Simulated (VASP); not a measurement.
# ZrZnBr6 (Fm-3m) in VASP: a series of runs

The runs below take ZrZnBr6 through single point, with PBE.

All numbers are computed with VASP 6.6.1; they aren't measurements. Logs are shortened: lines on timing, memory, paths and dates and some standing lists are left out, and cuts for length are marked.

### 1 The cell of the first run

It takes space group Fm-3m (No. 225, cubic). Conventional cell: a = 10.703 Å, b = 10.703 Å, c = 10.703 Å, α = 90.00°, β = 90.00°, γ = 90.00°. Zr (site symmetry m-3m) has 6 Br at 2.63 Å within 3.5 Å. Zn (site symmetry m-3m) has 6 Br at 2.72 Å within 3.6 Å. Within 3.5 Å of Br (site symmetry 4mm) lie 1 Zr at 2.63 Å and 1 Zn at 2.72 Å.

The cell was generated, and may not be a known phase.

### 2 Single point, PBE

The input, INCAR:

```
SYSTEM = ZrZnBr6
PREC     = Accurate       ! precision mode
ENCUT    = 520            ! plane-wave cutoff, eV
EDIFF    = 1E-6           ! SCF threshold, eV
ISMEAR   = 0              ! smearing method
SIGMA    = 0.1            ! smearing width, eV
LREAL    = .FALSE.        ! projectors in reciprocal space
LASPH    = .TRUE.         ! aspherical terms in the spheres
NELM     = 60             ! most SCF steps
ALGO     = Normal         ! electronic algorithm
ISIF     = 2              ! what is computed and relaxed
LWAVE    = .FALSE.        ! write WAVECAR
LCHARG   = .TRUE.         ! write CHGCAR
GGA      = PE             ! functional
LELF     = .TRUE.         ! ELF
LVHAR    = .TRUE.       
NBANDS   = 43             ! bands
```

The input, KPOINTS:

```
regular mesh
0
G
  4 4 4
  0 0 0
```

The input, POSCAR:

```
ZrZnBr6
1.0
    0.0000000000      5.3513658400      5.3513658400
    5.3513658400      0.0000000000      5.3513658400
    5.3513658400      5.3513658400      0.0000000000
Zr Zn Br
1 1 6
Direct
    0.0000000000      0.0000000000      0.0000000000
    0.5000000000      0.5000000000      0.5000000000
    0.2454881100      0.7545118900      0.7545118900
    0.2454881100      0.2454881100      0.7545118900
    0.7545118900      0.2454881100      0.2454881100
    0.2454881100      0.7545118900      0.2454881100
    0.7545118900      0.2454881100      0.7545118900
    0.7545118900      0.7545118900      0.2454881100
```

Potentials or basis: VASP PAW PBE potentials, release 64 (Zr_sv, Zn, Br).

Command:

```
cat potpaw_PBE.64/Zr_sv/POTCAR potpaw_PBE.64/Zn/POTCAR potpaw_PBE.64/Br/POTCAR > POTCAR
mpirun -np 1 vasp_std > vasp.out
```

OUTCAR:

```text
SYSTEM = ZrZnBr6
   PREC = Accurate
   ENCUT = 520
   EDIFF = 1E-6
   ISMEAR = 0
   LREAL = .FALSE.
   LASPH = .TRUE.
   NELM = 60
   ISIF = 2
   GGA = PE

 ion  position               nearest neighbor table
   1  0.000  0.000  0.000-   3 2.63   4 2.63   5 2.63   6 2.63   7 2.63   8 2.63
   2  0.500  0.500  0.500-   3 2.72   4 2.72   5 2.72   6 2.72   7 2.72   8 2.72
   3  0.245  0.755  0.755-   1 2.63   2 2.72
   4  0.245  0.245  0.755-   1 2.63   2 2.72
   5  0.755  0.245  0.245-   1 2.63   2 2.72
   6  0.245  0.755  0.245-   1 2.63   2 2.72
   7  0.755  0.245  0.755-   1 2.63   2 2.72
   8  0.755  0.755  0.245-   1 2.63   2 2.72

  LATTYP: Found a face centered cubic cell.
 ALAT       =    10.7027316800

  Lattice vectors:

 A1 = (   0.0000000000,   5.3513658400,   5.3513658400)
 A2 = (   5.3513658400,   0.0000000000,   5.3513658400)
 A3 = (   5.3513658400,   5.3513658400,   0.0000000000)

Analysis of symmetry for initial positions (statically):
=====================================================================
 Subroutine PRICEL returns:
 Original cell was already a primitive cell.

 Routine SETGRP: Setting up the symmetry group for a
 face centered cubic supercell.

 Subroutine GETGRP returns: Found 48 space group operations
 (whereof 48 operations were pure point group operations)
 out of a pool of 48 trial point group operations.

The static configuration has the point symmetry O_h .

Analysis of symmetry for dynamics (positions and initial velocities):
=====================================================================
 Subroutine PRICEL returns:
 Original cell was already a primitive cell.

 Routine SETGRP: Setting up the symmetry group for a
 face centered cubic supercell.

 Subroutine GETGRP returns: Found 48 space group operations
 (whereof 48 operations were pure point group operations)
 out of a pool of 48 trial point group operations.

The dynamic configuration has the point symmetry O_h .

 Subroutine INISYM returns: Found 48 space group operations
 (whereof 48 operations are pure point group operations),
 and found     1 'primitive' translations

----------------------------------------------------------------------------------------

                                     Primitive cell

  volume of cell :     306.4954

  direct lattice vectors                    reciprocal lattice vectors
     0.000000000  5.351365840  5.351365840    -0.093434090  0.093434090  0.093434090
     5.351365840  0.000000000  5.351365840     0.093434090 -0.093434090  0.093434090
     5.351365840  5.351365840  0.000000000     0.093434090  0.093434090 -0.093434090

  length of vectors
     7.567974148  7.567974148  7.567974148     0.161832592  0.161832592  0.161832592

  position of ions in fractional coordinates (direct lattice)
     0.000000000  0.000000000  0.000000000
     0.500000000  0.500000000  0.500000000
     0.245488110  0.754511890  0.754511890
     0.245488110  0.245488110  0.754511890
     0.754511890  0.245488110  0.245488110
     0.245488110  0.754511890  0.245488110
     0.754511890  0.245488110  0.754511890
     0.754511890  0.754511890  0.245488110

  ion indices of the primitive-cell ions
   primitive index   ion index
                 1           1
                 2           2
                 3           3
                 4           4
                 5           5
                 6           6
                 7           7
                 8           8

----------------------------------------------------------------------------------------

 KPOINTS: regular mesh

Automatic generation of k-mesh.
 Grid dimensions read from file:
 generate k-points for:    4    4    4

 Generating k-lattice:

  Cartesian coordinates                     Fractional coordinates (reciprocal lattice)
    -0.023358523  0.023358523  0.023358523     0.250000000  0.000000000  0.000000000
     0.023358523 -0.023358523  0.023358523     0.000000000  0.250000000  0.000000000
     0.023358523  0.023358523 -0.023358523     0.000000000  0.000000000  0.250000000

  Length of vectors
     0.040458148  0.040458148  0.040458148

  Shift w.r.t. Gamma in fractional coordinates (k-lattice)
     0.000000000  0.000000000  0.000000000

 Subroutine IBZKPT returns following result:
 ===========================================

 Found      8 irreducible k-points:

 Following reciprocal coordinates:
            Coordinates               Weight
  0.000000  0.000000  0.000000      1.000000
  0.250000  0.000000  0.000000      8.000000
  0.500000  0.000000  0.000000      4.000000
  0.250000  0.250000  0.000000      6.000000
  0.500000  0.250000  0.000000     24.000000
 -0.250000  0.250000  0.000000     12.000000
  0.500000  0.500000  0.000000      3.000000
 -0.250000  0.500000  0.250000      6.000000
   k-points           NKPTS =      8   k-points in BZ     NKDIM =      8   number of bands    NBANDS=     43
   number of dos      NEDOS =    301   number of ions     NIONS =      8
   total plane-waves  NPLWV = 175616
   dimension x,y,z NGX =    56 NGY =   56 NGZ =   56
   dimension x,y,z NGXF=   112 NGYF=  112 NGZF=  112
   ions per type =               1   1   6
   NGX,Y,Z   is equivalent  to a cutoff of  12.30, 12.30, 12.30 a.u.
   NGXF,Y,Z  is equivalent  to a cutoff of  24.60, 24.60, 24.60 a.u.
 SYSTEM =  ZrZnBr6
   PREC   = accura    normal or accurate (medium, high low for compatibility)
   ISTART =      0    job   : 0-new  1-cont  2-samecut
   ICHARG =      2    charge: 1-file 2-atom 10-const
   ISPIN  =      1    spin polarized calculation?
   LNONCOLLINEAR =      F non collinear calculations
   LSORBIT =      F    spin-orbit coupling
   LASPH  =      T    aspherical Exc in radial PAW
   ENCUT  =  520.0 eV  38.22 Ry    6.18 a.u.  14.07 14.07 14.07*2*pi/ulx,y,z
   NELM   =     60;   NELMIN=  2; NELMDL= -5     # of ELM steps
   EDIFF  = 0.1E-05   stopping-criterion for ELM
   LREAL  =      F    real-space projection
   EDIFFG = 0.1E-04   stopping-criterion for IOM
   NSW    =      0    number of steps for IOM
   IBRION =     -1    ionic relax: 0-MD 1-quasi-New 2-CG
   NFREE  =      0    steps in history (QN), initial steepest desc. (CG)
   ISIF   =      2    stress and relaxation
   ISYM   =      2    0-nonsym 1-usesym 2-fastsym
   POTIM  = 0.5000    time-step for ionic-motion
   TEBEG  =    0.0;   TEEND  =   0.0 temperature during run
   PSTRESS=    0.0 pullay stress
   NELECT =      66.0000    total number of electrons
   NUPDOWN=      -1.0000    fix difference up-down
   EMIN   =  10.00;   EMAX   =-10.00  energy-range for DOS
   EFERMI =   0.00;   METHOD = LEGACY
   ISMEAR =     0;   SIGMA  =   0.10  broadening in eV -4-tet -1-fermi 0-gaus
   EFERMI_NEDOS =   21; number of points for ismear=-14 and -15
   IALGO  =     38    algorithm
   IMIX   =      4    mixing-type and parameters
     AMIX     =   0.40;   BMIX     =  1.00
     AMIX_MAG =   1.60;   BMIX_MAG =  1.00
  volume/ion in A,a.u.               =      38.31       258.54
  Fermi-wavevector in a.u.,A,eV,Ry     =   0.981254  1.854301 13.100501  0.962860
  Thomas-Fermi vector in A             =   2.112247
   LORBIT       =      0    0 simple, 1 ext, 2 COOP (PROOUT), +10 PAW based schemes
   GGA     = PE    functional components
   LHFCALC =     F    Hartree Fock is set to
   AEXX    =    0.0000 exact exchange contribution
   IVDW    =     0    specifies the selected vdW correction
   LEPSILON=     F    determine dielectric tensor
   LRPA    =     F    only Hartree local field effects (RPA)
 non-spin polarized calculation
 Gauss-broadening in eV      SIGMA  =   0.10
  energy-cutoff  :      520.00
  volume of cell :      306.50
 maximum number of plane-waves:      8363
   NGX = 29   NGY = 29   NGZ = 29

 number of electron      66.0000017 magnetization

 Free energy of the ion-electron system (eV)
  ---------------------------------------------------
  ext. energy  EPLUGINS =         0.00000000
  ---------------------------------------------------
  free energy    TOTEN  =       -27.51406600 eV

  energy without entropy =      -27.51406600  energy(sigma->0) =      -27.51406600

 E-fermi :  -0.7312     XC(G=0):  -7.1275

 val. band max:       -1.2019968148   @ k =   0.0000   0.0000   0.0000
 cond. band min:      -0.1121004906   @ k =   0.5000   0.5000   0.0000
 fundamental gap:      1.0898963241
 Fermi energy:        -0.7312362881

 k-point     1 :       0.0000    0.0000    0.0000
  band No.  band energies     occupation
      1     -50.5498      2.00000
      2     -28.5378      2.00000
      3     -28.5378      2.00000
      4     -28.5378      2.00000
      5     -15.1276      2.00000
      6     -14.5655      2.00000
[... 35 lines left out ...]
     42       4.8360      0.00000
     43       4.8360      0.00000

 k-point     2 :       0.2500    0.0000    0.0000
  band No.  band energies     occupation
      1     -50.5497      2.00000
      2     -28.5377      2.00000
      3     -28.5377      2.00000
      4     -28.5377      2.00000
      5     -15.0584      2.00000
      6     -14.6512      2.00000
[... 35 lines left out ...]
     42       5.7279      0.00000
     43       6.0227      0.00000

 k-point     3 :       0.5000    0.0000    0.0000
  band No.  band energies     occupation
      1     -50.5497      2.00000
      2     -28.5378      2.00000
      3     -28.5377      2.00000
      4     -28.5377      2.00000
      5     -14.9292      2.00000
      6     -14.7966      2.00000
[... 183 lines left out ...]
      6     -14.7552      2.00000
[... 35 lines left out ...]
     42       6.1222      0.00000
     43       6.1632      0.00000

 k-point     8 :      -0.2500    0.5000    0.2500
  band No.  band energies     occupation
      1     -50.5497      2.00000
      2     -28.5378      2.00000
      3     -28.5378      2.00000
      4     -28.5378      2.00000
      5     -14.8866      2.00000
      6     -14.8324      2.00000
[... 35 lines left out ...]
     42       6.0080      0.00000
     43       6.5927      0.00000

------------------------ aborting loop because EDIFF is reached ----------------------------------------

  FORCE on cell =-STRESS in cart. coord.  units (eV):
  Direction    XX          YY          ZZ          XY          YZ          ZX
  --------------------------------------------------------------------------------------
  -------------------------------------------------------------------------------------
  Total       -1.4519200     -1.4519200     -1.4519200      0.0000000      0.0000000      0.0000000
  in kB       -7.5897828     -7.5897828     -7.5897828      0.0000000      0.0000000      0.0000000
  external PRESSURE =      -7.5897828 kB  Pullay stress =       0.0000000 kB

 VOLUME and BASIS-vectors are now :
 -----------------------------------------------------------------------------
  energy-cutoff  :      520.00
  volume of cell :      306.50
      direct lattice vectors                 reciprocal lattice vectors
     0.000000000  5.351365840  5.351365840    -0.093434090  0.093434090  0.093434090
     5.351365840  0.000000000  5.351365840     0.093434090 -0.093434090  0.093434090
     5.351365840  5.351365840  0.000000000     0.093434090  0.093434090 -0.093434090

 POSITION                                       TOTAL-FORCE (eV/Angst)
 -----------------------------------------------------------------------------------
      0.00000      0.00000      0.00000        -0.000000      0.000000     -0.000000
      5.35137      5.35137      5.35137        -0.000000      0.000000     -0.000000
      8.07534      5.35137      5.35137        -0.358198      0.000000     -0.000000
      5.35137      5.35137      2.62739        -0.000000      0.000000      0.358198
      2.62739      5.35137      5.35137         0.358198      0.000000     -0.000000
      5.35137      2.62739      5.35137        -0.000000      0.358198     -0.000000
      5.35137      8.07534      5.35137        -0.000000     -0.358198     -0.000000
      5.35137      5.35137      8.07534        -0.000000      0.000000     -0.358198
 -----------------------------------------------------------------------------------
    total drift:                               -0.000000     -0.000000     -0.000000

  FREE ENERGIE OF THE ION-ELECTRON SYSTEM (eV)
  ---------------------------------------------------
  free  energy   TOTEN  =       -27.5140659972 eV

  energy  without entropy=      -27.5140659972  energy(sigma->0) =      -27.51406600
```

Run time: 4.7 min. Hardware: 1 thread of Oxide Virtual Turin-like, shared host; peak memory 0.44 GiB.

Results:

```
Free energy            : -27.5141 eV
Pressure               : -0.8 GPa
Largest force          : 0.358 eV/Å
Band gap on the k mesh : 1.09 eV (least direct gap 1.10 eV)
```

Forces in eV/Å, atoms in the order of the input:
```
Zr   0.000  0.000  0.000
Zn   0.000  0.000  0.000
Br  -0.358  0.000  0.000
Br   0.000  0.000  0.358
Br   0.358  0.000  0.000
Br   0.000  0.358  0.000
Br   0.000 -0.358  0.000
Br   0.000  0.000 -0.358
```

Levels at points of the mesh, in eV from the valence-band top:
```
           k point  band 29  band 30  band 31  band 32  band 33  band 34  band 35  band 36  band 37  band 38
(0.00, 0.00, 0.00)    -0.60    -0.60     0.00     0.00     0.00     1.42     2.34     2.34     2.34     5.01
(0.50, 0.00, 0.00)    -0.49    -0.47    -0.46    -0.46    -0.33     2.42     2.58     2.58     2.74     3.93
(0.50, 0.50, 0.00)    -0.87    -0.87    -0.65    -0.65    -0.01     1.09     2.35     2.85     2.85     5.01
```

### 3 Single point, PBE

This run uses another cell than the first one, of 36.57 Å³/atom.

The input, INCAR:

```
ALGO = Normal
EDIFF = 1E-6
ENCUT = 520
GGA = PE
ISIF = 2
ISMEAR = 0
LASPH = T
LCHARG = F
LREAL = F
LWAVE = F
NBANDS = 43
NELM = 100
PREC = Accurate
SIGMA = 0.02
```

The input, KPOINTS:

```
k-points
0
Gamma
  6 6 6
```

The input, POSCAR:

```
ZrZnBr6
1.0
    0.0000000000      5.2688617171      5.2688617171
    5.2688617171      0.0000000000      5.2688617171
    5.2688617171      5.2688617171      0.0000000000
Zr Zn Br
1 1 6
Direct
    0.0000000000      0.0000000000      0.0000000000
    0.5000000000      0.5000000000      0.5000000000
    0.2497701191      0.7502298809      0.7502298809
    0.2497701191      0.2497701191      0.7502298809
    0.7502298809      0.2497701191      0.2497701191
    0.2497701191      0.7502298809      0.2497701191
    0.7502298809      0.2497701191      0.7502298809
    0.7502298809      0.7502298809      0.2497701191
```

Potentials or basis: VASP PAW PBE potentials, release 64 (Zr_sv, Zn, Br).

Command:

```
cat potpaw_PBE.64/Zr_sv/POTCAR potpaw_PBE.64/Zn/POTCAR potpaw_PBE.64/Br/POTCAR > POTCAR
mpirun -np 1 vasp_std > vasp.out
```

Run time: 8 min. Hardware: 1 thread of Oxide Virtual Turin-like, shared host; peak memory 0.51 GiB.

The run converged. Its results:

* Free energy: -27.6004 eV
* Pressure: 0.1 GPa
* Band gap on the k mesh: 1.33 eV (least direct gap 1.34 eV)

Forces on the atoms (eV/Å):
```
Zr   0.000  0.000  0.000
Zn   0.000  0.000  0.000
Br  -0.002  0.000  0.000
Br   0.000  0.000  0.002
Br   0.002  0.000  0.000
Br   0.000  0.002  0.000
Br   0.000 -0.002  0.000
Br   0.000  0.000 -0.002
```

Levels at points of the mesh, in eV from the valence-band top:
```csv
k point,band 30,band 31,band 32,band 33,band 34,band 35,band 36,band 37
"(0.00, 0.00, 0.00)",-0.63,0.00,0.00,0.00,1.80,2.23,2.23,2.23
"(0.50, 0.00, 0.00)",-0.47,-0.45,-0.45,-0.40,2.33,2.50,2.50,3.24
"(0.50, 0.50, 0.00)",-0.97,-0.69,-0.69,-0.01,1.33,2.24,2.80,2.80
```

A k mesh can miss the band edges.
